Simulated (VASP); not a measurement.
# MoIr4 (P6/mmm) in VASP: a series of runs

MoIr4 is run at these levels: PBE; tasks: relaxation of cell and atoms, single point.

Program: VASP 6.6.1. These are calculated values, not measurements. Logs are shortened: lines on timing, memory, paths and dates and some standing lists are left out, and cuts for length are marked.

### Step 1. The cell of the first run

It takes space group P6/mmm (No. 191, hexagonal). Conventional cell: a = 4.796 Å, b = 4.796 Å, c = 4.137 Å, α = 90.00°, β = 90.00°, γ = 120.00°. Within 3.6 Å of Mo (site symmetry 6/mmm) lie 18 Ir at 2.77 to 3.46 Å. Ir (site symmetry -6m2) has 2 Ir at 2.07 Å within 2.7 Å. Ir (site symmetry -6m2) has 2 Ir at 2.07 Å within 2.7 Å.

### Step 2. Relaxation of cell and atoms, PBE

File INCAR:

```
  PREC = Accurate
  ENCUT = 600
  EDIFF = 1E-6
  ISMEAR = 0
  SIGMA = 0.1
  LREAL = False
  LASPH = True
  NELM = 60
  ALGO = Normal
  ISIF = 3
  LWAVE = False
  LCHARG = False
  GGA = PE
  IBRION = 2
  NSW = 90
  EDIFFG = -0.04
```

File KPOINTS:

```
Automatic mesh
0
Gamma
  6 6 4
```

File POSCAR:

```
MoIr4
1.0
    4.7958919300      0.0000000000      0.0000000000
   -2.3979459600      4.1533642400      0.0000000000
    0.0000000000      0.0000000000      4.1373678600
Mo Ir
1 4
Direct
    0.0000000000      0.0000000000      0.0000000000
    0.3333333300      0.6666666700      0.0000000000
    0.6666666700      0.3333333300      0.0000000000
    0.3333333300      0.6666666700      0.5000000000
    0.6666666700      0.3333333300      0.5000000000
```

Potentials or basis: VASP PAW PBE potentials, release 64 (Mo_sv, Ir).

Run with:

```bash
$ cat potpaw_PBE.64/Mo_sv/POTCAR potpaw_PBE.64/Ir/POTCAR > POTCAR
$ mpirun -np 1 vasp_std > vasp.out
```

OUTCAR:

```text
PREC = Accurate
   ENCUT = 600
   EDIFF = 1E-6
   ISMEAR = 0
   LREAL = False
   LASPH = True
   NELM = 60
   ISIF = 3
   GGA = PE
   IBRION = 2
   NSW = 90
   EDIFFG = -0.04

 ion  position               nearest neighbor table
   1  0.000  0.000  0.000-   2 2.77   3 2.77   2 2.77   3 2.77   3 2.77   2 2.77
   2  0.333  0.667  0.000-   4 2.07   4 2.07   3 2.77   1 2.77   3 2.77   1 2.77   1 2.77   3 2.77

   3  0.667  0.333  0.000-   5 2.07   5 2.07   2 2.77   1 2.77   2 2.77   1 2.77   1 2.77   2 2.77

   4  0.333  0.667  0.500-   2 2.07   2 2.07   5 2.77   5 2.77   5 2.77
   5  0.667  0.333  0.500-   3 2.07   3 2.07   4 2.77   4 2.77   4 2.77

  LATTYP: Found a hexagonal cell.
 ALAT       =     4.7958919300
 C/A-ratio  =     0.8626899689

  Lattice vectors:

 A1 = (   4.7958919300,   0.0000000000,   0.0000000000)
 A2 = (  -2.3979459600,   4.1533642400,   0.0000000000)
 A3 = (   0.0000000000,   0.0000000000,   4.1373678600)

Analysis of symmetry for initial positions (statically):
=====================================================================
 Subroutine PRICEL returns:
 Original cell was already a primitive cell.

 Routine SETGRP: Setting up the symmetry group for a
 hexagonal supercell.

 Subroutine GETGRP returns: Found 24 space group operations
 (whereof 24 operations were pure point group operations)
 out of a pool of 24 trial point group operations.

The static configuration has the point symmetry D_6h.

Analysis of symmetry for dynamics (positions and initial velocities):
=====================================================================
 Subroutine PRICEL returns:
 Original cell was already a primitive cell.

 Routine SETGRP: Setting up the symmetry group for a
 hexagonal supercell.

 Subroutine GETGRP returns: Found 24 space group operations
 (whereof 24 operations were pure point group operations)
 out of a pool of 24 trial point group operations.

The dynamic configuration has the point symmetry D_6h.

 Subroutine INISYM returns: Found 24 space group operations
 (whereof 24 operations are pure point group operations),
 and found     1 'primitive' translations

----------------------------------------------------------------------------------------

                                     Primitive cell

  volume of cell :      82.4126

  direct lattice vectors                    reciprocal lattice vectors
     4.795891930  0.000000000  0.000000000     0.208511788  0.120384337  0.000000000
    -2.397945960  4.153364240  0.000000000     0.000000000  0.240768674  0.000000000
     0.000000000  0.000000000  4.137367860     0.000000000  0.000000000  0.241699562

  length of vectors
     4.795891930  4.795891923  4.137367860     0.240768673  0.240768674  0.241699562

  position of ions in fractional coordinates (direct lattice)
     0.000000000  0.000000000  0.000000000
     0.333333330  0.666666670  0.000000000
     0.666666670  0.333333330  0.000000000
     0.333333330  0.666666670  0.500000000
     0.666666670  0.333333330  0.500000000

  ion indices of the primitive-cell ions
   primitive index   ion index
                 1           1
                 2           2
                 3           3
                 4           4
                 5           5

----------------------------------------------------------------------------------------

 KPOINTS: Automatic mesh

Automatic generation of k-mesh.
 Grid dimensions read from file:
 generate k-points for:    6    6    4

 Generating k-lattice:

  Cartesian coordinates                     Fractional coordinates (reciprocal lattice)
     0.034751965  0.020064056  0.000000000     0.166666667  0.000000000  0.000000000
     0.000000000  0.040128112  0.000000000     0.000000000  0.166666667  0.000000000
     0.000000000  0.000000000  0.060424891     0.000000000  0.000000000  0.250000000

  Length of vectors
     0.040128112  0.040128112  0.060424891

  Shift w.r.t. Gamma in fractional coordinates (k-lattice)
     0.000000000  0.000000000  0.000000000

 Subroutine IBZKPT returns following result:
 ===========================================

 Found     21 irreducible k-points:

 Following reciprocal coordinates:
            Coordinates               Weight
  0.000000  0.000000  0.000000      1.000000
  0.166667  0.000000  0.000000      6.000000
  0.333333 -0.000000  0.000000      6.000000
  0.500000  0.000000  0.000000      3.000000
  0.166667  0.166667  0.000000      6.000000
  0.333333  0.166667  0.000000     12.000000
[... 13 lines left out ...]
  0.333333  0.166667  0.500000     12.000000
  0.333333  0.333333  0.500000      2.000000
   k-points           NKPTS =     21   k-points in BZ     NKDIM =     21   number of bands    NBANDS=     30
   number of dos      NEDOS =    301   number of ions     NIONS =      5
   total plane-waves  NPLWV =  57600
   dimension x,y,z NGX =    40 NGY =   40 NGZ =   36
   dimension x,y,z NGXF=    80 NGYF=   80 NGZF=   72
   ions per type =               1   4
   NGX,Y,Z   is equivalent  to a cutoff of  13.87, 13.87, 14.47 a.u.
   NGXF,Y,Z  is equivalent  to a cutoff of  27.73, 27.73, 28.93 a.u.
 SYSTEM =  unknown system
   PREC   = accura    normal or accurate (medium, high low for compatibility)
   ISTART =      0    job   : 0-new  1-cont  2-samecut
   ICHARG =      2    charge: 1-file 2-atom 10-const
   ISPIN  =      1    spin polarized calculation?
   LNONCOLLINEAR =      F non collinear calculations
   LSORBIT =      F    spin-orbit coupling
   LASPH  =      T    aspherical Exc in radial PAW
   ENCUT  =  600.0 eV  44.10 Ry    6.64 a.u.   9.58  9.58  8.26*2*pi/ulx,y,z
   NELM   =     60;   NELMIN=  2; NELMDL= -5     # of ELM steps
   EDIFF  = 0.1E-05   stopping-criterion for ELM
   LREAL  =      F    real-space projection
   EDIFFG = -.4E-01   stopping-criterion for IOM
   NSW    =     90    number of steps for IOM
   IBRION =      2    ionic relax: 0-MD 1-quasi-New 2-CG
   NFREE  =      1    steps in history (QN), initial steepest desc. (CG)
   ISIF   =      3    stress and relaxation
   ISYM   =      2    0-nonsym 1-usesym 2-fastsym
   POTIM  = 0.5000    time-step for ionic-motion
   TEBEG  =    0.0;   TEEND  =   0.0 temperature during run
   PSTRESS=    0.0 pullay stress
   NELECT =      50.0000    total number of electrons
   NUPDOWN=      -1.0000    fix difference up-down
   EMIN   =  10.00;   EMAX   =-10.00  energy-range for DOS
   EFERMI =   0.00;   METHOD = LEGACY
   ISMEAR =     0;   SIGMA  =   0.10  broadening in eV -4-tet -1-fermi 0-gaus
   EFERMI_NEDOS =   21; number of points for ismear=-14 and -15
   IALGO  =     38    algorithm
   IMIX   =      4    mixing-type and parameters
     AMIX     =   0.40;   BMIX     =  1.00
     AMIX_MAG =   1.60;   BMIX_MAG =  1.00
  volume/ion in A,a.u.               =      16.48       111.23
  Fermi-wavevector in a.u.,A,eV,Ry     =   1.385906  2.618982 26.133177  1.920734
  Thomas-Fermi vector in A             =   2.510272
   LORBIT       =      0    0 simple, 1 ext, 2 COOP (PROOUT), +10 PAW based schemes
   GGA     = PE    functional components
   LHFCALC =     F    Hartree Fock is set to
   AEXX    =    0.0000 exact exchange contribution
   IVDW    =     0    specifies the selected vdW correction
   LEPSILON=     F    determine dielectric tensor
   LRPA    =     F    only Hartree local field effects (RPA)
 conjugate gradient relaxation of ions
 non-spin polarized calculation
 Gauss-broadening in eV      SIGMA  =   0.10
  energy-cutoff  :      600.00
  volume of cell :       82.41
 maximum number of plane-waves:      2813
 NGX is ok and might be reduce to    40
   NGX = 19   NGY = 19   NGZ = 17

--------------------------------------- Ionic step        1  -------------------------------------------

 number of electron      50.0000001 magnetization

 Free energy of the ion-electron system (eV)
  ---------------------------------------------------
  ext. energy  EPLUGINS =         0.00000000
  ---------------------------------------------------
  free energy    TOTEN  =       -34.10945036 eV

  energy without entropy =      -34.07569723  energy(sigma->0) =      -34.09257380

------------------------ aborting loop because EDIFF is reached ----------------------------------------

  FORCE on cell =-STRESS in cart. coord.  units (eV):
  Direction    XX          YY          ZZ          XY          YZ          ZX
  --------------------------------------------------------------------------------------
  -------------------------------------------------------------------------------------
  Total       -1.6665607     -1.6665607     92.0925743     -0.0000000     -0.0000000     -0.0000000
  in kB      -32.3994909    -32.3994908   1790.3652981     -0.0000000     -0.0000000     -0.0000000
  external PRESSURE =     575.1887721 kB  Pullay stress =       0.0000000 kB
[... 63 lines left out ...]
  energy  without entropy=      -33.6662282692  energy(sigma->0) =      -33.70354933

--------------------------------------- Ionic step        3  -------------------------------------------

 number of electron      49.9999960 magnetization

 E-fermi :   2.7599     XC(G=0):  -9.8422

 val. band max:        2.7322973154   @ k =   0.1667   0.0000   0.0000
 cond. band min:       2.7874093963   @ k =   0.1667   0.1667   0.5000
 fundamental gap:      0.0551120809
 Fermi energy:         2.7599325017

 k-point     1 :       0.0000    0.0000    0.0000
  band No.  band energies     occupation
      1     -58.7966      2.00000
      2     -33.1072      2.00000
      3     -32.6837      2.00000
      4     -32.6837      2.00000
      5      -3.8620      2.00000
      6      -1.8659      2.00000
[... 714 lines left out ...]
  FREE ENERGIE OF THE ION-ELECTRON SYSTEM (eV)
  ---------------------------------------------------
  free  energy   TOTEN  =       -34.8297872907 eV

  energy  without entropy=      -34.7724849577  energy(sigma->0) =      -34.80113612

 E-fermi :   3.3270     XC(G=0): -10.2194

 val. band max:        3.3209181934   @ k =   0.3333   0.1667   0.2500
 cond. band min:       3.3376777023   @ k =   0.1667   0.1667   0.2500
 fundamental gap:      0.0167595090
 Fermi energy:         3.3270352166

 k-point     1 :       0.0000    0.0000    0.0000
  band No.  band energies     occupation
      1     -58.2188      2.00000
      2     -32.5610      2.00000
      3     -32.0940      2.00000
      4     -32.0940      2.00000
      5      -3.3665      2.00000
      6      -1.3813      2.00000
[... 682 lines left out ...]
     29       4.1131      0.00000
     30       4.1131      0.00000

[... ionic steps 4 to 13 ...]

--------------------------------------- Ionic step       14  -------------------------------------------

 number of electron      50.0000002 magnetization

------------------------ aborting loop because EDIFF is reached ----------------------------------------

  FORCE on cell =-STRESS in cart. coord.  units (eV):
  Direction    XX          YY          ZZ          XY          YZ          ZX
  --------------------------------------------------------------------------------------
  -------------------------------------------------------------------------------------
  Total        0.3142619      0.3142619      0.0686783      0.0000000     -0.0000000      0.0000000
  in kB        5.5947491      5.5947491      1.2226678      0.0000000     -0.0000000      0.0000000
  external PRESSURE =       4.1373887 kB  Pullay stress =       0.0000000 kB
[... 63 lines left out ...]
  energy  without entropy=      -41.6906397270  energy(sigma->0) =      -41.71147042

--------------------------------------- Ionic step       16  -------------------------------------------

 number of electron      50.0000002 magnetization

 Free energy of the ion-electron system (eV)
  ---------------------------------------------------
  ext. energy  EPLUGINS =         0.00000000
  ---------------------------------------------------
  free energy    TOTEN  =       -41.73290289 eV

  energy without entropy =      -41.69152759  energy(sigma->0) =      -41.71221524

 E-fermi :   7.6226     XC(G=0): -12.3258

 val. band max:        7.6070160626   @ k =   0.3333   0.3333   0.2500
 cond. band min:       7.6267758631   @ k =   0.1667   0.1667   0.2500
 fundamental gap:      0.0197598005
 Fermi energy:         7.6225538232

 k-point     1 :       0.0000    0.0000    0.0000
  band No.  band energies     occupation
      1     -53.7742      2.00000
      2     -28.0765      2.00000
      3     -27.7664      2.00000
      4     -27.7664      2.00000
      5      -1.1472      2.00000
      6       1.3040      2.00000
[... 714 lines left out ...]
  FREE ENERGIE OF THE ION-ELECTRON SYSTEM (eV)
  ---------------------------------------------------
  free  energy   TOTEN  =       -41.7329028906 eV

  energy  without entropy=      -41.6915275893  energy(sigma->0) =      -41.71221524

 reached required accuracy - stopping structural energy minimisation
```

Wall time 16 min (1 thread of Intel Xeon Platinum 8488C (Sapphire Rapids), shared host); peak memory 0.27 GiB.

What came out:

* Free energy: -41.7329 eV
* Relaxed volume: 18.03 Å³/atom
* Relaxed cell: a = 4.504 Å, b = 4.504 Å, c = 5.131 Å, α = 90.00°, β = 90.00°, γ = 120.00°
* Space group after relaxing (to 0.05 Å): P6/mmm (No. 191)
* Energy gained by relaxing: 1524.7 meV/atom
* Ionic steps: 16
* Pressure after relaxing: 0.0 GPa
* Band gap on the k mesh: zero (band 25 reaches 8.09 eV, above the bottom of band 26 at 6.57 eV)

The path:
```csv
step,energy change (eV),largest force (eV/Å),pressure (GPa),volume (Å³)
1,0.0000,0.0000,57.52,82.41
2,0.3686,0.0000,-22.77,150.68
3,-0.7203,0.0000,-23.39,140.52
4,-1.8994,0.0000,-25.14,131.84
5,-5.9525,0.0000,-25.94,107.42
6,-6.4775,0.0000,-7.76,94.99
7,-6.6313,0.0000,-17.85,99.73
8,-6.6412,0.0000,-16.31,98.85
9,-5.4804,0.0000,49.27,79.03
10,-7.6087,0.0000,0.53,89.80
11,-7.6114,0.0000,1.44,89.47
12,-7.6116,0.0000,1.96,89.29
13,-7.6144,0.0000,-0.83,90.62
14,-7.6232,0.0000,0.41,90.00
15,-7.6229,0.0000,-0.61,90.37
16,-7.6235,0.0000,0.01,90.14
```

Final structure:
```yaml
crystal:
  lattice:
    - [4.50380, 0.00000, 0.00000]
    - [-2.25190, 3.90040, 0.00000]
    - [0.00000, 0.00000, 5.13135]
  atoms:
    - { symbol: Mo, position: [0.00000, 0.00000, 0.00000] }
    - { symbol: Ir, position: [0.33333, 0.66667, 0.00000] }
    - { symbol: Ir, position: [0.66667, 0.33333, 0.00000] }
    - { symbol: Ir, position: [0.33333, 0.66667, 0.50000] }
    - { symbol: Ir, position: [0.66667, 0.33333, 0.50000] }
```

Caveat: the k points lie up to 0.31 Å⁻¹ apart in the final cell; spin-orbit coupling is left out, which moves the levels of the heavy elements.

### Step 3. Single point, PBE

This run uses another cell than the first one, of 18.02 Å³/atom, 1.093 times its volume.

File INCAR:

```
PREC = Accurate
ENCUT = 520
EDIFF = 1E-7
ISMEAR = 0
SIGMA = 0.1
LREAL = F
LASPH = T
NELM = 100
ALGO = Fast
ISIF = 2
LWAVE = F
LCHARG = F
GGA = PE
NBANDS = 33
```

File KPOINTS:

```
Automatic mesh
0
Gamma
  12 12 8
```

File POSCAR:

```
MoIr4
1.0
    4.5035994862      0.0000000000      0.0000000000
   -2.2517997431      3.9002315635      0.0000000000
    0.0000000000      0.0000000000      5.1283937135
Mo Ir
1 4
Direct
    0.0000000000      0.0000000000      0.0000000000
    0.3333333333      0.6666666667      0.0000000000
    0.6666666667      0.3333333333      0.0000000000
    0.3333333333      0.6666666667      0.5000000000
    0.6666666667      0.3333333333      0.5000000000
```

Potentials or basis: VASP PAW PBE potentials, release 64 (Mo_sv, Ir).

Run with:

```bash
$ cat potpaw_PBE.64/Mo_sv/POTCAR potpaw_PBE.64/Ir/POTCAR > POTCAR
$ mpirun -np 1 vasp_std > vasp.out
```

Wall time 5.4 min (1 thread of Intel Xeon Platinum 8488C (Sapphire Rapids), shared host); peak memory 0.39 GiB.

It converged, with:

- Free energy: -41.6944 eV
- Pressure: 0.3 GPa
- Band gap on the k mesh: zero (band 25 reaches 8.13 eV, above the bottom of band 26 at 6.54 eV)

Stress tensor (GPa, compression positive):
```
0.34 0.00 0.00
0.00 0.34 0.00
0.00 0.00 0.08
```

Levels at points of the mesh, in eV from the Fermi level:
| k point | band 21 | band 22 | band 23 | band 24 | band 25 | band 26 | band 27 | band 28 | band 29 | band 30 |
| --- | --- | --- | --- | --- | --- | --- | --- | --- | --- | --- |
| (0.00, 0.00, 0.00) | -1.61 | -1.61 | -0.84 | -0.84 | -0.72 | 0.14 | 0.14 | 0.40 | 1.32 | 1.32 |
| (0.50, 0.00, 0.00) | -0.58 | -0.51 | 0.12 | 0.40 | 0.42 | 0.71 | 0.93 | 0.97 | 1.34 | 1.46 |
| (0.00, 0.00, 0.50) | -2.04 | -1.79 | -1.49 | -1.49 | -1.10 | -1.10 | -0.80 | -0.80 | 0.18 | 1.19 |
| (0.50, 0.00, 0.50) | -1.31 | -1.13 | -1.03 | -0.45 | -0.35 | 0.19 | 0.29 | 0.48 | 0.70 | 0.71 |

Caveat: spin-orbit coupling is left out, which moves the levels of the heavy elements.

### Step 4. Single point, PBE, collinear spin, ferromagnetic start

This run uses another cell than the first one, of 18.01 Å³/atom, 1.093 times its volume.

File INCAR:

```
  PREC = Accurate
  ENCUT = 520
  EDIFF = 1E-6
  ISMEAR = 0
  SIGMA = 0.1
  LREAL = F
  LASPH = T
  NELM = 150
  ALGO = Normal
  ISIF = 2
  LWAVE = F
  LCHARG = F
  ISPIN = 2
  MAGMOM = 1 1 1 1 1
  LORBIT = 11
  LMAXMIX = 4
  GGA = PE
  NBANDS = 37
```

File KPOINTS:

```
Automatic mesh
0
Gamma
  6 6 4
```

Changes to POSCAR since step 3:

```diff
@@ -2,5 +2,5 @@
 1.0
-    4.5035994862      0.0000000000      0.0000000000
-   -2.2517997431      3.9002315635      0.0000000000
-    0.0000000000      0.0000000000      5.1283937135
+    4.5017506315      0.0000000000      0.0000000000
+   -2.2508753158      3.8986304084      0.0000000000
+    0.0000000000      0.0000000000      5.1312925695
 Mo Ir
```

Run with:

```bash
$ cat potpaw_PBE.64/Mo_sv/POTCAR potpaw_PBE.64/Ir/POTCAR > POTCAR
$ mpirun -np 1 vasp_std > vasp.out
```

Run time: 3 min. Hardware: 1 thread of Intel Xeon Platinum 8488C (Sapphire Rapids), shared host; peak memory 0.32 GiB.

The run converged. Its results:

| Property | Result |
| --- | --- |
| Free energy | -41.7379 eV |
| Pressure | 0.2 GPa |
| Band gap on the k mesh | zero (filled and empty bands overlap) |
| Net moment | 0.00 μB per cell |
| Valence electrons inside the program's atomic spheres | Mo 12.32; Ir 8.54, 8.10 |

Stress tensor (GPa, compression positive):
```
0.26 0.00 0.00
0.00 0.26 0.00
0.00 0.00 0.16
```

Levels at points of the mesh, in eV from the Fermi level:
Spin up:
```
           k point  band 23  band 24  band 25  band 26  band 27  band 28
(0.00, 0.00, 0.00)    -0.86    -0.86    -0.74     0.13     0.13     0.42
(0.50, 0.00, 0.00)     0.12     0.41     0.43     0.74     0.91     0.99
(0.00, 0.00, 0.50)    -1.49    -1.49    -1.06    -1.06    -0.82    -0.82
(0.50, 0.00, 0.50)    -1.06    -0.48    -0.35     0.19     0.31     0.50
```
Spin down:
| k point | band 23 | band 24 | band 25 | band 26 | band 27 | band 28 |
| --- | --- | --- | --- | --- | --- | --- |
| (0.00, 0.00, 0.00) | -0.86 | -0.86 | -0.74 | 0.13 | 0.13 | 0.42 |
| (0.50, 0.00, 0.00) | 0.12 | 0.41 | 0.43 | 0.74 | 0.91 | 0.99 |
| (0.00, 0.00, 0.50) | -1.49 | -1.49 | -1.06 | -1.06 | -0.82 | -0.82 |
| (0.50, 0.00, 0.50) | -1.05 | -0.47 | -0.35 | 0.19 | 0.31 | 0.50 |

Caveat: spin-orbit coupling is left out, which moves the levels of the heavy elements.

### Step 5. The runs side by side

```csv
task,spin,cell,k mesh,cutoff (eV),gap on the mesh (eV),pressure (GPa)
relaxation of cell and atoms,off,"relaxed from a = 4.796, b = 4.796, c = 4.137 Å, angles 90.0, 90.0, 120.0°, 5 atoms",6 × 6 × 4,600,none,0.0
single point,off,"a = 4.504, b = 4.504, c = 5.128 Å, angles 90.0, 90.0, 120.0°, 5 atoms",12 × 12 × 8,520,none,0.3
single point,"collinear, ferromagnetic start","a = 4.502, b = 4.502, c = 5.131 Å, angles 90.0, 90.0, 120.0°, 5 atoms",6 × 6 × 4,520,none,0.2
```

Alike in all rows: level PBE; potentials or basis VASP PAW PBE potentials, release 64 (Mo_sv, Ir); smearing gaussian 0.1 eV.

Caveats: some runs use coarse meshes; spin-orbit coupling is left out, which moves the levels of the heavy elements.

Total energies depend on the potentials used, so only differences within one code and one set of settings carry meaning.
